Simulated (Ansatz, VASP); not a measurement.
**One calculation of Cu, two programs**

```
CELL_PARAMETERS angstrom
0.00000 1.75898 1.75898
1.75898 0.00000 1.75898
1.75898 1.75898 0.00000
ATOMIC_POSITIONS crystal
Cu 0.00000 0.00000 0.00000
```

Alike in both runs: functional LDA; k mesh 20 × 20 × 20; occupations gaussian, width 0.1 eV; no spin polarisation.

Ansatz relaxed the structure, and its values are those at the end. VASP's run is a single point on that final structure, the one shown.

```csv
,VASP,Ansatz
version,VASP 6.6.1,Ansatz 0.2.0
potentials or method,"VASP PAW LDA potentials, release 64 (Cu_sv_GW), cutoff 700 eV","scalar-relativistic, plane waves, PAW"
valence electrons in the cell,19,19
```

```tsv
	VASP	Ansatz	Ansatz less VASP
gap on the k mesh at the Fermi level (eV)	none	none	-
pressure (GPa)	-4.3	0.0	+4.35
```

Ansatz warns that its potentials were made for another functional, while VASP's fit it. LDA's correlation is that of Perdew and Zunger in VASP and of Perdew and Wang (1992) in Ansatz. A gap of «none» marks a metal or a gap that the smearing closes. One of these differences is far larger than is usual between the two programs; its cause wasn't traced.
